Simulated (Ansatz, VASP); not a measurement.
**Two plane-wave programs on Hf**

File POSCAR:

```
Hf
1.0
    3.1967000000      0.0000000000      0.0000000000
   -1.5983500000      2.7684234100      0.0000000000
    0.0000000000      0.0000000000      5.0578000000
Hf
2
Direct
    0.3333333339      0.6666666679      0.2500000000
    0.6666666661      0.3333333321      0.7500000000
```

File INCAR.step1:

```
SYSTEM = Hf
ALGO = Normal
EDIFF = 1E-5
EDIFFG = -0.005
ENCUT = 550
GGA = PE
GGA_COMPAT = .FALSE.
IBRION = 2
ISIF = 3
ISMEAR = -1
LASPH = .TRUE.
LCHARG = .FALSE.
LREAL = .FALSE.
LWAVE = .TRUE.
NELM = 120
NELMIN = 4
NSW = 100
PREC = Accurate
SIGMA = 0.15
```

Contents of INCAR.step2:

```
SYSTEM = Hf
ALGO = Normal
EDIFF = 1E-7
EDIFFG = -0.005
ENCUT = 550
GGA_COMPAT = .FALSE.
IBRION = 2
ISIF = 3
ISMEAR = -1
ISTART = 1
LASPH = .TRUE.
LCHARG = .FALSE.
LMIXTAU = .TRUE.
LREAL = .FALSE.
LWAVE = .FALSE.
METAGGA = R2SCAN
NELM = 120
NELMIN = 4
NSW = 100
PREC = Accurate
SIGMA = 0.15
```

Contents of KPOINTS:

```
k-points
0
G
  13 13 7
  0 0 0
```

Input for Ansatz:

```yaml
crystal:
  lattice:
    - [3.1967, 0.0, 0.0]
    - [-1.59835, 2.76842341, 0.0]
    - [0.0, 0.0, 5.0578]
  atoms:
    - { symbol: Hf, position: [0.3333333339353607, 0.6666666678707214, 0.25] }
    - { symbol: Hf, position: [0.6666666660646393, 0.33333333212927857, 0.75] }
kpoints:
  mp_grid:
    grid: [13, 13, 7]
hamiltonian:
  xc: r2scan
  dispersion: none
scf:
  occupations:
    method: fermi_dirac
    width: 0.15
relax:
  f_tol: 0.005
  max_steps: 100
  cell: {}
```

Alike in both runs: task relaxation of cell and atoms; functional r2SCAN; k mesh 13 × 13 × 7; occupations fermi-dirac, width 0.15 eV; no spin polarisation.

|  | VASP | Ansatz |
| --- | --- | --- |
| version | VASP 6.6.1 | Ansatz 0.2.0 |
| potentials or method | VASP PAW PBE potentials, release 64 (Hf_pv) | plane waves, PAW |
| plane-wave cutoff (eV) | 550 | 500 |
| valence electrons in the cell | 20 | 52 |

Ansatz gave:

```
relaxed volume (Å³/atom)                                        : 22.39
relaxed length of the cell vector where the two differ most in proportion (Å) : 5.053
```

Which values does VASP return?

Relaxed volume (Å³/atom): 22.27; relaxed length of the cell vector where the two differ most in proportion (Å): 5.043.

VASP's potentials were made for PBE, not for r2SCAN. VASP's potentials hold 20 valence electrons a cell and Ansatz's 52, so a difference there can come from the potentials and not from the codes.

Spin-orbit coupling is off throughout.
